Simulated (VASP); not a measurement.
A run of VASP 6.6.1:

INCAR

```
  PREC = Accurate
  ENCUT = 520
  EDIFF = 1E-6
  ISMEAR = 0
  SIGMA = 0.1
  LREAL = False
  LASPH = True
  NELM = 150
  ALGO = Normal
  ISIF = 2
  LWAVE = False
  LCHARG = False
  ISPIN = 2
  MAGMOM = 0 0 0 0 3 0 0 0
  LORBIT = 11
  LMAXMIX = 4
  LDIPOL = True
  IDIPOL = 3
  DIPOL = 0.5 0.5 0.343
  GGA = PE
  NBANDS = 44
```

The input KPOINTS:

```
Automatic mesh
0
Gamma
  9 9 1
```

The input POSCAR:

```
Ti3N5
1.0
    3.0028555063      0.0000000000      0.0000000000
   -1.5014277532      2.6005491524      0.0000000000
    0.0000000000      0.0000000000     24.1233847547
N Ti
5 3
Direct
    0.3333333333      0.6666666667      0.1658142106
    0.0000000000      0.0000000000      0.2674509120
    0.6666666667      0.3333333333      0.3654788005
    0.3333333333      0.6666666667      0.4611038156
    1.0000000000      0.0000000000      0.5170661116
    0.6666666667      0.3333333333      0.2166325614
    0.3333333333      0.6666666667      0.3190139885
    0.0000000000      0.0000000000      0.4290633808
```

Potentials or basis: VASP PAW PBE potentials, release 64 (N, Ti_sv).

Command:

```console
$ cat potpaw_PBE.64/N/POTCAR potpaw_PBE.64/Ti_sv/POTCAR > POTCAR
$ mpirun -np 1 vasp_std > vasp.out
```

Hardware: 1 thread of AMD EPYC 9R14 (Zen 4), with other jobs on the host.

Question: Estimate the wall time of this run.

Answer: Run time: 7.2 min on 1 thread of AMD EPYC 9R14 (Zen 4), with other jobs on the host, peak memory 0.44 GiB. Counts: scf iterations 41, k points 12.
